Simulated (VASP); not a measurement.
Write the native input for VASP 6.6.1 that does the following.

```
Task                   : relaxation of cell and atoms
Functional             : r2SCAN
Potentials or basis    : VASP PAW PBE potentials, release 64 (Ag)
Cutoff                 : 600 eV
k mesh                 : 18 × 18 × 18
Occupations            : fermi-dirac, width 0.05 eV
Spin                   : no spin polarisation
Dipole correction      : no
Further INCAR settings : ALGO = Normal; EDIFF = 1e-07; IBRION = 2; EDIFFG = -0.005; NSW = 60; ISIF = 3
```

Ag:

```
CELL_PARAMETERS angstrom
0.00000 2.05189 2.05189
2.05189 0.00000 2.05189
2.05189 2.05189 0.00000
ATOMIC_POSITIONS crystal
Ag 0.00000 0.00000 0.00000
```

One way to write it, as run:

POSCAR

```
Ag
1.0
    0.0000000000      2.0518919674      2.0518919674
    2.0518919674      0.0000000000      2.0518919674
    2.0518919674      2.0518919674      0.0000000000
Ag
1
Direct
    0.0000000000      0.0000000000      0.0000000000
```

INCAR.step1

```
PREC = Accurate
ENCUT = 600
ISMEAR = -1
SIGMA = 0.05
LREAL = False
LASPH = True
NELM = 80
GGA = PE
ALGO = Normal
EDIFF = 1E-4
LWAVE = True
LCHARG = False
```

INCAR.step2

```
PREC = Accurate
ENCUT = 600
EDIFF = 1E-7
ISMEAR = -1
SIGMA = 0.05
LREAL = False
LASPH = True
NELM = 80
ALGO = Normal
ISIF = 3
LWAVE = False
LCHARG = False
METAGGA = R2SCAN
LMIXTAU = True
IBRION = 2
NSW = 60
EDIFFG = -0.005
ISTART = 1
```

KPOINTS

```
regular mesh
0
Gamma
  18 18 18
```

Potentials or basis: VASP PAW PBE potentials, release 64 (Ag).

The run is started by

```bash
$ cat potpaw_PBE.64/Ag/POTCAR > POTCAR
$ cp INCAR.step1 INCAR
$ mpirun -np 1 vasp_std > vasp.out
$ cp INCAR.step2 INCAR
$ mpirun -np 1 vasp_std > vasp.out
```

It gave:

```json
{
  "Relaxed volume": "17.30 Å³/atom",
  "Relaxed cell": "a = 2.903 Å, b = 2.903 Å, c = 2.903 Å, α = 60.00°, β = 60.00°, γ = 60.00°",
  "Space group after relaxing (to 0.05 Å)": "Fm-3m (No. 225)",
  "Energy gained by relaxing": "0.0 meV/atom",
  "Ionic steps": "3",
  "Pressure after relaxing": "0.0 GPa"
}
```

Caveat: the PAW data sets were made with another functional, which shifts forces and pressure a little.

It took 3 min on 1 thread of Intel(R) Xeon(R) Platinum 8259CL CPU @ 2.50GHz (Skylake/Cascade Lake), with other jobs on the host, peak memory 0.18 GiB.
